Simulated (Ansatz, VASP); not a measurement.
**BeZnSe2: VASP beside Ansatz**

INCAR

```
  ALGO = Normal
  EDIFF = 1E-6
  ENCUT = 520
  GGA = PE
  ISIF = 2
  ISMEAR = 0
  LASPH = True
  LCHARG = False
  LREAL = False
  LWAVE = False
  NBANDS = 21
  NELM = 60
  PREC = Accurate
  SIGMA = 0.1
```

Contents of KPOINTS:

```
k-points
0
Gamma
  12 12 10
```

POSCAR

```
BeZnSe2
1.0
    4.8759836686      0.0000000000      0.0000000000
   -2.4379918343      4.2227257255      0.0000000000
    0.0000000000      0.0000000000      4.4715349875
Be Zn Se
1 1 2
Direct
    0.0000000000      0.0000000000      0.5000000000
    0.0000000000      0.0000000000      0.0000000000
    0.3333333333      0.6666666667      0.0000000000
    0.6666666667      0.3333333333      0.0000000000
```

Input for Ansatz:

```yaml
crystal:
  lattice:
    - [4.8759836686, 0.0, 0.0]
    - [-2.4379918343, 4.2227257255, 0.0]
    - [0.0, 0.0, 4.4715349875]
  atoms:
    - { symbol: Be, position: [0.0, 0.0, 0.5] }
    - { symbol: Zn, position: [0.0, 0.0, 0.0] }
    - { symbol: Se, position: [0.3333333333, 0.6666666667, 0.0] }
    - { symbol: Se, position: [0.6666666667, 0.3333333333, 0.0] }
basis:
  ecutwfc: 420
kpoints:
  mp_grid: { grid: [12, 12, 10] }
  band_path:
    path:
      - [[0.0, 0.0, 0.0], [0.5, 0.0, 0.0], [0.33333333, 0.33333333, 0.0], [0.0, 0.0, 0.0], [0.0, 0.0, 0.5], [0.5, 0.0, 0.5], [0.33333333, 0.33333333, 0.5], [0.0, 0.0, 0.5]]
      - [[0.5, 0.0, 0.5], [0.5, 0.0, 0.0]]
      - [[0.33333333, 0.33333333, 0.5], [0.33333333, 0.33333333, 0.0]]
    npoints: 14
hamiltonian:
  xc: pbe
scf:
  occupations: { method: gaussian, width: 0.1 }
  n_extra_bands: 10
output:
  forces: true
  stress: true
  eigenvalues: true
  populations: true
  dos: { projected: true, de: 0.02, nscf_kmesh: { grid: [15, 15, 12] } }
  bader: true
  write_density: true
  write_potential: true
  elf: true
  volumetric_format: npy
```

Alike in both runs: task single point; functional PBE; k mesh 12 × 12 × 10; occupations gaussian, width 0.1 eV; no spin polarisation.

|  | VASP | Ansatz |
| --- | --- | --- |
| version | VASP 6.6.1 | Ansatz 0.2.0 |
| potentials or method | VASP PAW PBE potentials, release 64 (Be, Zn, Se), cutoff 520 eV | scalar-relativistic, plane waves, PAW |
| valence electrons in the cell | 26 | 46 |

Ansatz gave:

- gap on the k mesh at the Fermi level (eV): none
- pressure (GPa): 0.0

**Question.** What did VASP give for the same quantities?

**Answer.** gap on the k mesh at the Fermi level (eV): none; pressure (GPa): 0.1.

A gap of «none» marks a metal or a gap that the smearing closes. The functional is the same, so the differences come from potentials, cutoffs and numerics. VASP's potentials hold 26 valence electrons a cell and Ansatz's 46, so a difference there can come from the potentials and not from the codes.
